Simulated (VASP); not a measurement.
## TiO2: single point with PBE

The system is TiO2.

```
Ti O
1.0
     0.00000    2.33047    2.33047
     2.33047    0.00000    2.33047
     2.33047    2.33047    0.00000
Ti O
1 2
Direct
  0.00000 0.00000 0.00000
  0.26500 0.25000 0.24000
  0.69871 0.82291 0.71310
```

| Property | Result |
| --- | --- |
| Program | VASP 6.6.1 |
| Task | single point |
| Functional | PBE |
| Potentials or basis | VASP PAW PBE potentials, release 64 (Ti_sv, O) |
| Cutoff | 600 eV |
| k mesh | 3 × 3 × 3 |
| Occupations | gaussian, width 0.01 eV |
| Spin | no spin polarisation |
| Dipole correction | no |
| Further INCAR settings | ALGO = Normal; EDIFF = 1e-06; NBANDS = 19 |

- Pressure: 40.3 GPa
- Largest force: 3.114 eV/Å
- Band gap on the k mesh: 1.89 eV, indirect (least direct gap 2.27 eV)

Forces on the atoms (eV/Å):
```
Ti  -0.129 -0.196 -0.276
O    1.255 -2.685 -0.086
O   -1.126  2.881  0.362
```

Stress tensor (GPa, compression positive):
```
 38.87   1.02 -14.82
  1.02  45.02   6.63
-14.82   6.63  36.86
```

Levels at points of the mesh, in eV from the valence-band top:
| k point | band 8 | band 9 | band 10 | band 11 | band 12 | band 13 | band 14 | band 15 | band 16 | band 17 |
| --- | --- | --- | --- | --- | --- | --- | --- | --- | --- | --- |
| (0.00, 0.00, 0.00) | -6.24 | -5.65 | -0.70 | -0.50 | -0.38 | 1.89 | 2.17 | 6.07 | 6.62 | 7.16 |

Wall time 19 s on 1 thread of Intel(R) Xeon(R) Platinum 8375C CPU @ 2.90GHz (Ice Lake), on a shared host, peak memory 0.15 GiB.

Caveat: the k points lie up to 0.78 Å⁻¹ apart; forces of over 1 eV/Å act on the atoms, so gaps and moduli don't describe the material at rest. As with any semilocal functional, this PBE gap is likely too small.
